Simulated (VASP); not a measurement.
# PbSe (Clausthalite) (Fm-3m) in VASP: notebook

PbSe (Clausthalite) is run at these levels: HSE06, PBE; tasks: single point.

Everything below comes from runs of VASP 6.6.1. Logs are shortened: lines on timing, memory, paths and dates and some standing lists are left out, and cuts for length are marked.

## 1. The cell of the first run

The structure is cubic, space group Fm-3m (No. 225). Conventional cell: a = 6.139 Å, b = 6.139 Å, c = 6.139 Å, α = 90.00°, β = 90.00°, γ = 90.00°. Pb (site symmetry m-3m) has 6 Se at 3.07 Å within 4.0 Å. Within 4.0 Å of Se (site symmetry m-3m) lie 6 Pb at 3.07 Å.

## 2. Single point, HSE06

Contents of POSCAR:

```
PbSe
1.0
    0.0000000000      3.0696893639      3.0696893639
    3.0696893639      0.0000000000      3.0696893639
    3.0696893639      3.0696893639      0.0000000000
Pb Se
1 1
Direct
    0.0000000000      0.0000000000      0.0000000000
    0.5000000000      0.5000000000      0.5000000000
```

Contents of INCAR.step1:

```
PREC = Accurate
ENCUT = 520
EDIFF = 1E-5
ISMEAR = 0
SIGMA = 0.05
LREAL = False
LASPH = True
NELM = 100
ALGO = Normal
ISIF = 2
LWAVE = True
GGA = PE
NBANDS = 17
```

Contents of INCAR.step2:

```
PREC = Accurate
ENCUT = 520
EDIFF = 1E-6
ISMEAR = 0
SIGMA = 0.05
LREAL = False
LASPH = True
NELM = 100
ALGO = Normal
ISIF = 2
LWAVE = False
LCHARG = True
GGA = PE
LHFCALC = True
HFSCREEN = 0.2079
PRECFOCK = Normal
LELF = True
LVHAR = True
ISTART = 1
NBANDS = 17
```

Contents of KPOINTS:

```
regular mesh
0
Gamma
  4 4 4
```

Potentials or basis: VASP PAW PBE potentials, release 64 (Pb_d, Se).

Run with:

```bash
$ cat potpaw_PBE.64/Pb_d/POTCAR potpaw_PBE.64/Se/POTCAR > POTCAR
$ cp INCAR.step1 INCAR
$ mpirun -np 1 vasp_std > vasp.out
$ cp INCAR.step2 INCAR
$ mpirun -np 1 vasp_std > vasp.out
```

OUTCAR:

```text
PREC = Accurate
   ENCUT = 520
   EDIFF = 1E-6
   ISMEAR = 0
   LREAL = False
   LASPH = True
   NELM = 100
   ISIF = 2
   GGA = PE
   LHFCALC = True
   HFSCREEN = 0.2079
   PRECFOCK = Normal
   ISTART = 1

 ion  position               nearest neighbor table
   1  0.000  0.000  0.000-   2 3.07   2 3.07   2 3.07   2 3.07   2 3.07   2 3.07
   2  0.500  0.500  0.500-   1 3.07   1 3.07   1 3.07   1 3.07   1 3.07   1 3.07

  LATTYP: Found a face centered cubic cell.
 ALAT       =     6.1393787278

  Lattice vectors:

 A1 = (   0.0000000000,   3.0696893639,   3.0696893639)
 A2 = (   3.0696893639,   0.0000000000,   3.0696893639)
 A3 = (   3.0696893639,   3.0696893639,   0.0000000000)

Analysis of symmetry for initial positions (statically):
=====================================================================
 Subroutine PRICEL returns:
 Original cell was already a primitive cell.

 Routine SETGRP: Setting up the symmetry group for a
 face centered cubic supercell.

 Subroutine GETGRP returns: Found 48 space group operations
 (whereof 48 operations were pure point group operations)
 out of a pool of 48 trial point group operations.

The static configuration has the point symmetry O_h .

Analysis of symmetry for dynamics (positions and initial velocities):
=====================================================================
 Subroutine PRICEL returns:
 Original cell was already a primitive cell.

 Routine SETGRP: Setting up the symmetry group for a
 face centered cubic supercell.

 Subroutine GETGRP returns: Found 48 space group operations
 (whereof 48 operations were pure point group operations)
 out of a pool of 48 trial point group operations.

The dynamic configuration has the point symmetry O_h .

 Subroutine INISYM returns: Found 48 space group operations
 (whereof 48 operations are pure point group operations),
 and found     1 'primitive' translations

----------------------------------------------------------------------------------------

                                     Primitive cell

  volume of cell :      57.8513

  direct lattice vectors                    reciprocal lattice vectors
     0.000000000  3.069689364  3.069689364    -0.162882931  0.162882931  0.162882931
     3.069689364  0.000000000  3.069689364     0.162882931 -0.162882931  0.162882931
     3.069689364  3.069689364  0.000000000     0.162882931  0.162882931 -0.162882931

  length of vectors
     4.341196331  4.341196331  4.341196331     0.282121512  0.282121512  0.282121512

  position of ions in fractional coordinates (direct lattice)
     0.000000000  0.000000000  0.000000000
     0.500000000  0.500000000  0.500000000

  ion indices of the primitive-cell ions
   primitive index   ion index
                 1           1
                 2           2

----------------------------------------------------------------------------------------

 KPOINTS: regular mesh

Automatic generation of k-mesh.
 Grid dimensions read from file:
 generate k-points for:    4    4    4

 Generating k-lattice:

  Cartesian coordinates                     Fractional coordinates (reciprocal lattice)
    -0.040720733  0.040720733  0.040720733     0.250000000  0.000000000  0.000000000
     0.040720733 -0.040720733  0.040720733     0.000000000  0.250000000  0.000000000
     0.040720733  0.040720733 -0.040720733     0.000000000  0.000000000  0.250000000

  Length of vectors
     0.070530378  0.070530378  0.070530378

  Shift w.r.t. Gamma in fractional coordinates (k-lattice)
     0.000000000  0.000000000  0.000000000

 Subroutine IBZKPT returns following result:
 ===========================================

 Found      8 irreducible k-points:

 Following reciprocal coordinates:
            Coordinates               Weight
  0.000000  0.000000  0.000000      1.000000
  0.250000  0.000000  0.000000      8.000000
  0.500000  0.000000  0.000000      4.000000
  0.250000  0.250000  0.000000      6.000000
  0.500000  0.250000  0.000000     24.000000
 -0.250000  0.250000  0.000000     12.000000
  0.500000  0.500000  0.000000      3.000000
 -0.250000  0.500000  0.250000      6.000000
   k-points           NKPTS =      8   k-points in BZ     NKDIM =     64   number of bands    NBANDS=     17
   number of dos      NEDOS =    301   number of ions     NIONS =      2
   total plane-waves  NPLWV =  32768
   dimension x,y,z NGX =    32 NGY =   32 NGZ =   32
   dimension x,y,z NGXF=    64 NGYF=   64 NGZF=   64
   ions per type =               1   1
   NGX,Y,Z   is equivalent  to a cutoff of  12.25, 12.25, 12.25 a.u.
   NGXF,Y,Z  is equivalent  to a cutoff of  24.51, 24.51, 24.51 a.u.
 SYSTEM =  unknown system
   PREC   = accura    normal or accurate (medium, high low for compatibility)
   ISTART =      1    job   : 0-new  1-cont  2-samecut
   ICHARG =      0    charge: 1-file 2-atom 10-const
   ISPIN  =      1    spin polarized calculation?
   LNONCOLLINEAR =      F non collinear calculations
   LSORBIT =      F    spin-orbit coupling
   LASPH  =      T    aspherical Exc in radial PAW
   ENCUT  =  520.0 eV  38.22 Ry    6.18 a.u.   8.07  8.07  8.07*2*pi/ulx,y,z
   NELM   =    100;   NELMIN=  2; NELMDL=  0     # of ELM steps
   EDIFF  = 0.1E-05   stopping-criterion for ELM
   LREAL  =      F    real-space projection
   EDIFFG = 0.1E-04   stopping-criterion for IOM
   NSW    =      0    number of steps for IOM
   IBRION =     -1    ionic relax: 0-MD 1-quasi-New 2-CG
   NFREE  =      0    steps in history (QN), initial steepest desc. (CG)
   ISIF   =      2    stress and relaxation
   ISYM   =      3    0-nonsym 1-usesym 2-fastsym
   POTIM  = 0.5000    time-step for ionic-motion
   TEBEG  =    0.0;   TEEND  =   0.0 temperature during run
   PSTRESS=    0.0 pullay stress
   NELECT =      20.0000    total number of electrons
   NUPDOWN=      -1.0000    fix difference up-down
   EMIN   =  10.00;   EMAX   =-10.00  energy-range for DOS
   EFERMI =   0.00;   METHOD = LEGACY
   ISMEAR =     0;   SIGMA  =   0.05  broadening in eV -4-tet -1-fermi 0-gaus
   EFERMI_NEDOS =   21; number of points for ismear=-14 and -15
   IALGO  =     38    algorithm
   IMIX   =      1    mixing-type and parameters
     AMIX     =   0.40;   BMIX     =  1.00
     AMIX_MAG =   1.60;   BMIX_MAG =  1.00
  volume/ion in A,a.u.               =      28.93       195.20
  Fermi-wavevector in a.u.,A,eV,Ry     =   1.148983  2.171264 17.961904  1.320163
  Thomas-Fermi vector in A             =   2.285655
   LORBIT       =      0    0 simple, 1 ext, 2 COOP (PROOUT), +10 PAW based schemes
   GGA     = PE    functional components
   LHFCALC =     T    Hartree Fock is set to
   PRECFOCK=normal    Normal, Fast or Accurate (Low or Medium for compatibility)
   ENCUT4O =  -1.0   cutoff for four orbital integrals eV
   NKREDX  =     1    reduce k-point grid by
   NKREDY  =     1    reduce k-point grid by
   NKREDZ  =     1    reduce k-point grid by
   AEXX    =    0.2500 exact exchange contribution
   HFSCREEN=    0.2079 screening length (either q_TF or 0.3 A-1)
   HFSCREENC=   0.2079 screening length for correlation (either q_TF or 0.3 A-1)
   ENCUTFOCK=  -1.0 apply spherical cutoff to Coloumb kernel
   IVDW    =     0    specifies the selected vdW correction
   LEPSILON=     F    determine dielectric tensor
   LRPA    =     F    only Hartree local field effects (RPA)
 non-spin polarized calculation
 Gauss-broadening in eV      SIGMA  =   0.05
  energy-cutoff  :      520.00
  volume of cell :       57.85
 maximum number of plane-waves:      1588
  NGX = 28; NGY = 28; NGZ = 28

 number of electron      19.9999997 magnetization

 Free energy of the ion-electron system (eV)
  ---------------------------------------------------
  ext. energy  EPLUGINS =         0.00000000
  ---------------------------------------------------
  free energy    TOTEN  =        -9.72496480 eV

  energy without entropy =       -9.72496480  energy(sigma->0) =       -9.72496480

 E-fermi :   4.9598     XC(G=0):  -7.8991

 val. band max:        4.6636022535   @ k =   0.5000   0.0000   0.0000
 cond. band min:       5.4052939980   @ k =   0.5000   0.0000   0.0000
 fundamental gap:      0.7416917445
 Fermi energy:         4.9598017967

 k-point     1 :       0.0000    0.0000    0.0000
  band No.  band energies     occupation
      1     -13.9451      2.00000
      2     -13.9451      2.00000
      3     -13.9395      2.00000
      4     -13.9395      2.00000
      5     -13.9395      2.00000
      6     -10.2843      2.00000
      7      -1.9900      2.00000
      8       2.5215      2.00000
      9       2.5215      2.00000
     10       2.5215      2.00000
     11      10.1337      0.00000
     12      10.1337      0.00000
     13      10.1337      0.00000
     14      11.8452      0.00000
     15      11.8452      0.00000
     16      11.8452      0.00000
     17      13.5371      0.00000

 k-point     2 :       0.2500    0.0000    0.0000
  band No.  band energies     occupation
      1     -13.9583      2.00000
      2     -13.9583      2.00000
      3     -13.9382      2.00000
      4     -13.9247      2.00000
      5     -13.9247      2.00000
      6      -9.8032      2.00000
      7      -3.4861      2.00000
      8       2.6894      2.00000
      9       2.6894      2.00000
     10       3.5534      2.00000
     11       7.3444      0.00000
     12       8.1546      0.00000
     13       8.1546      0.00000
     14      11.8681      0.00000
     15      13.1280      0.00000
     16      13.1280      0.00000
     17      16.7177      0.00000

 k-point     3 :       0.5000    0.0000    0.0000
  band No.  band energies     occupation
      1     -13.9719      2.00000
      2     -13.9719      2.00000
      3     -13.9374      2.00000
      4     -13.9090      2.00000
      5     -13.9090      2.00000
      6      -9.1310      2.00000
      7      -4.8863      2.00000
      8       2.9333      2.00000
      9       2.9333      2.00000
     10       4.6636      2.00000
     11       5.4053      0.00000
     12       6.8594      0.00000
     13       6.8594      0.00000
     14      13.9840      0.00000
     15      15.7045      0.00000
     16      15.7194      0.00000
     17      15.7194      0.00000

 k-point     4 :       0.2500    0.2500    0.0000
  band No.  band energies     occupation
      1     -13.9964      2.00000
      2     -13.9483      2.00000
      3     -13.9362      2.00000
      4     -13.9190      2.00000
      5     -13.9190      2.00000
      6      -9.6248      2.00000
      7      -3.2462      2.00000
      8       1.7407      2.00000
      9       1.7407      2.00000
     10       2.8794      2.00000
     11       7.5948      0.00000
     12       9.7688      0.00000
     13      10.1674      0.00000
     14      10.1674      0.00000
     15      14.9201      0.00000
     16      15.1033      0.00000
     17      15.1037      0.00000

 k-point     5 :       0.5000    0.2500    0.0000
  band No.  band energies     occupation
      1     -14.0225      2.00000
      2     -13.9482      2.00000
      3     -13.9407      2.00000
      4     -13.9126      2.00000
      5     -13.9044      2.00000
      6      -8.9437      2.00000
      7      -4.2021      2.00000
      8       0.6941      2.00000
      9       1.7919      2.00000
     10       2.3322      2.00000
     11       8.1486      0.00000
     12       8.9681      0.00000
     13       9.7785      0.00000
     14      11.2520      0.00000
     15      15.6402      0.00000
     16      16.2811      0.00000
     17      16.9114      0.00000

 k-point     6 :      -0.2500    0.2500    0.0000
  band No.  band energies     occupation
      1     -13.9856      2.00000
      2     -13.9633      2.00000
      3     -13.9296      2.00000
      4     -13.9196      2.00000
      5     -13.9172      2.00000
      6      -9.1814      2.00000
      7      -4.2342      2.00000
      8       0.7568      2.00000
      9       2.7987      2.00000
     10       3.8532      2.00000
     11       6.5183      0.00000
     12       7.3626      0.00000
     13       9.7910      0.00000
     14      13.4846      0.00000
     15      13.5163      0.00000
     16      14.9948      0.00000
     17      15.8972      0.00000

 k-point     7 :       0.5000    0.5000    0.0000
  band No.  band energies     occupation
      1     -14.0771      2.00000
      2     -13.9569      2.00000
      3     -13.9272      2.00000
      4     -13.8969      2.00000
      5     -13.8969      2.00000
      6      -8.7280      2.00000
      7      -3.2194      2.00000
      8      -0.8505      2.00000
      9       1.0580      2.00000
     10       1.0580      2.00000
     11       8.8669      0.00000
     12      11.0963      0.00000
     13      11.0963      0.00000
     14      11.5597      0.00000
     15      16.8617      0.00000
     16      17.2011      0.00000
     17      18.2734      0.00000

 k-point     8 :      -0.2500    0.5000    0.2500
  band No.  band energies     occupation
      1     -14.0402      2.00000
      2     -13.9486      2.00000
      3     -13.9279      2.00000
      4     -13.9279      2.00000
      5     -13.8968      2.00000
      6      -8.6977      2.00000
      7      -3.9625      2.00000
      8      -0.0241      2.00000
      9      -0.0241      2.00000
     10       3.7302      2.00000
     11       7.0926      0.00000
     12      10.3197      0.00000
     13      10.3197      0.00000
     14      13.2023      0.00000
     15      13.2023      0.00000
     16      17.3961      0.00000
     17      18.2730      0.00000

------------------------ aborting loop because EDIFF is reached ----------------------------------------

  FORCE on cell =-STRESS in cart. coord.  units (eV):
  Direction    XX          YY          ZZ          XY          YZ          ZX
  --------------------------------------------------------------------------------------
  -------------------------------------------------------------------------------------
  Total        0.2732097      0.2732097      0.2732097     -0.0000000     -0.0000000      0.0000000
  in kB        7.5664711      7.5664711      7.5664711     -0.0000000     -0.0000000      0.0000000
  external PRESSURE =       7.5664711 kB  Pullay stress =       0.0000000 kB

 VOLUME and BASIS-vectors are now :
 -----------------------------------------------------------------------------
  energy-cutoff  :      520.00
  volume of cell :       57.85
      direct lattice vectors                 reciprocal lattice vectors
     0.000000000  3.069689364  3.069689364    -0.162882931  0.162882931  0.162882931
     3.069689364  0.000000000  3.069689364     0.162882931 -0.162882931  0.162882931
     3.069689364  3.069689364  0.000000000     0.162882931  0.162882931 -0.162882931

 POSITION                                       TOTAL-FORCE (eV/Angst)
 -----------------------------------------------------------------------------------
      0.00000      0.00000      0.00000        -0.000000      0.000000      0.000000
      3.06969      3.06969      3.06969         0.000000     -0.000000     -0.000000
 -----------------------------------------------------------------------------------
    total drift:                               -0.000000     -0.000001      0.000000

  FREE ENERGIE OF THE ION-ELECTRON SYSTEM (eV)
  ---------------------------------------------------
  free  energy   TOTEN  =        -9.7249648050 eV

  energy  without entropy=       -9.7249648050  energy(sigma->0) =       -9.72496480
```

Wall time 15 min (1 thread of Intel Xeon Platinum 8259CL at 2.50GHz (Skylake/Cascade Lake), shared host); peak memory 0.3 GiB.

Results:

* Free energy: -9.7250 eV
* Pressure: 0.8 GPa
* Band gap on the k mesh: 0.74 eV, direct

Caveat: the k points lie up to 0.44 Å⁻¹ apart; the PAW data sets were made with another functional, which shifts forces and pressure a little; spin-orbit coupling is left out, which moves the levels of the heavy elements. A k mesh can miss the band edges.

## 3. Single point, HSE06

POSCAR is that of step 2.

Contents of INCAR.step1:

```
SYSTEM = PbSe
  PREC = Accurate
  ENCUT = 520
  EDIFF = 1E-5
  ISMEAR = 0
  SIGMA = 0.5
  LREAL = .False.
  LASPH = .True.
  NELM = 80
  ALGO = Normal
  ISIF = 2
  LWAVE = .True.
  NBANDS = 17
  GGA = PE
```

Contents of INCAR.step2:

```
SYSTEM = PbSe
  PREC = Accurate
  ENCUT = 520
  EDIFF = 1E-6
  ISMEAR = 0
  SIGMA = 0.5
  LREAL = .False.
  LASPH = .True.
  NELM = 80
  ALGO = Normal
  ISIF = 2
  LWAVE = .False.
  LCHARG = .True.
  GGA = PE
  LHFCALC = .True.
  HFSCREEN = 0.2079
  PRECFOCK = Normal
  LELF = .True.
  LVHAR = .True.
  NBANDS = 17
  ISTART = 1
```

Contents of KPOINTS:

```
Automatic mesh
0
Gamma
  4 4 4
  0 0 0
```

Potentials or basis: VASP PAW PBE potentials, release 64 (Pb_d, Se).

Run with:

```bash
$ cat potpaw_PBE.64/Pb_d/POTCAR potpaw_PBE.64/Se/POTCAR > POTCAR
$ cp INCAR.step1 INCAR
$ mpirun -np 1 vasp_std > vasp.out
$ cp INCAR.step2 INCAR
$ mpirun -np 1 vasp_std > vasp.out
```

It took 16 min on 1 thread of Intel Xeon Platinum 8259CL at 2.50GHz (Skylake/Cascade Lake), shared host; peak memory 0.29 GiB.

Results (log left out):

- Free energy: -9.7319 eV
- Pressure: 0.5 GPa
- Band gap on the k mesh: 0.72 eV, direct

Levels at points of the mesh, in eV from the valence-band top:
```csv
k point,band 6,band 7,band 8,band 9,band 10,band 11,band 12,band 13,band 14,band 15
"(0.00, 0.00, 0.00)",-14.96,-6.66,-2.16,-2.16,-2.16,5.46,5.46,5.46,7.17,7.17
"(0.50, 0.00, 0.00)",-13.81,-9.56,-1.74,-1.74,0.00,0.72,2.19,2.19,9.31,11.03
"(0.50, 0.50, 0.00)",-13.41,-7.89,-5.52,-3.62,-3.62,4.19,6.42,6.42,6.88,12.19
```

Caveat: the k points lie up to 0.44 Å⁻¹ apart; the PAW data sets were made with another functional, which shifts forces and pressure a little; spin-orbit coupling is left out, which moves the levels of the heavy elements. A k mesh can miss the band edges.

## 4. Single point, PBE

Contents of INCAR:

```
  ALGO = Normal
  EDIFF = 1E-6
  ENCUT = 500
  GGA = PE
  GGA_COMPAT = F
  ISIF = 2
  ISMEAR = 0
  LASPH = T
  LCHARG = F
  LREAL = F
  LWAVE = F
  NBANDS = 17
  NELM = 120
  PREC = Accurate
  SIGMA = 0.01
```

Contents of KPOINTS:

```
k-points
0
Gamma
  4 4 4
```

POSCAR is that of step 3.

Run with:

```bash
$ cat potpaw_PBE.64/Pb_d/POTCAR potpaw_PBE.64/Se/POTCAR > POTCAR
$ mpirun -np 1 vasp_std > vasp.out
```

Wall time 3.9 s (1 thread of Intel Xeon 6975P-C (Granite Rapids), shared host); peak memory 0.17 GiB.

Results (log left out):

```yaml
Free_energy: -8.1755 eV
Pressure: 1.9 GPa
Band_gap_on_the_k_mesh: 0.32 eV, direct
```

Levels at points of the mesh, in eV from the valence-band top:
```tsv
k point	band 8	band 9	band 10	band 11	band 12	band 13
(0.00, 0.00, 0.00)	-1.83	-1.83	-1.83	4.70	4.70	4.70
(0.50, 0.00, 0.00)	-1.43	-1.43	0.00	0.32	1.73	1.73
(0.50, 0.50, 0.00)	-4.90	-3.17	-3.17	3.74	5.59	5.59
```

Caveat: the k points lie up to 0.44 Å⁻¹ apart; spin-orbit coupling is left out, which moves the levels of the heavy elements. A k mesh can miss the band edges.

## 5. Overview

| level | cutoff (eV) | smearing | grid for exact exchange (PRECFOCK) | screening parameter | gap on the mesh (eV) | pressure (GPa) |
| --- | --- | --- | --- | --- | --- | --- |
| HSE06 | 520 | gaussian 0.05 eV | Normal | 0.2079 1/Å | 0.74 | 0.8 |
| HSE06 | 520 | gaussian 0.5 eV | Normal | 0.2079 1/Å | 0.72 | 0.5 |
| PBE | 500 | gaussian 0.01 eV | - | - | 0.32 | 1.9 |

Alike in all rows: task single point; potentials or basis VASP PAW PBE potentials, release 64 (Pb_d, Se); no spin polarisation; cell as given; k mesh 4 × 4 × 4.

Caveats: all runs use coarse meshes; spin-orbit coupling is left out, which moves the levels of the heavy elements; the PAW data sets were made with another functional, which shifts forces and pressure a little (some runs).

Absolute energies hang on the potentials; compare differences alone.
